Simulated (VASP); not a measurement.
Wanted: the native input for a VASP 6.6.1 run.

```
Task                   : single point
Functional             : PBE
Potentials or basis    : VASP PAW PBE potentials, release 64 (In_d, Se)
Cutoff                 : 520 eV
k mesh                 : 10 × 10 × 10
Occupations            : fermi-dirac, width 0.01 eV
Spin                   : no spin polarisation
Dipole correction      : no
Further INCAR settings : ALGO = Normal; EDIFF = 1e-06; NBANDS = 30
```

The structure of In3Se lies in POSCAR:

```
In3Se
1.0
    4.8037580000      0.0000000000      0.0000000000
    0.0000000000      4.8037580000      0.0000000000
    0.0000000000      0.0000000000      4.8037580000
In Se
3 1
Direct
    0.0000000000      0.5000000000      0.5000000000
    0.5000000000      0.0000000000      0.5000000000
    0.5000000000      0.5000000000      0.0000000000
    0.0000000000      0.0000000000      0.0000000000
```

The input as run:

INCAR

```
SYSTEM = In3Se
  PREC = Accurate
  ENCUT = 520
  EDIFF = 1E-6
  ISMEAR = -1
  SIGMA = 0.01
  LREAL = .False.
  LASPH = .True.
  NELM = 100
  ALGO = Normal
  ISIF = 2
  LWAVE = .False.
  LCHARG = .True.
  GGA = PE
  LELF = .True.
  LVHAR = .True.
  NBANDS = 30
```

KPOINTS

```
regular mesh
0
Gamma
  10 10 10
  0 0 0
```

Potentials or basis: VASP PAW PBE potentials, release 64 (In_d, Se).

Run with:

```bash
$ cat potpaw_PBE.64/In_d/POTCAR potpaw_PBE.64/Se/POTCAR > POTCAR
$ mpirun -np 1 vasp_std > vasp.out
```

Results of the run:

The pressure is -0.3 GPa and the band gap on the k mesh is zero (an odd number of electrons rules out a gap without spin polarisation).

Caveat: spin-orbit coupling is left out, which moves the levels of the heavy elements.

It took 60 s on 1 thread of AMD EPYC 9R45 96-Core Processor (Zen 5), on a shared host, peak memory 0.27 GiB.
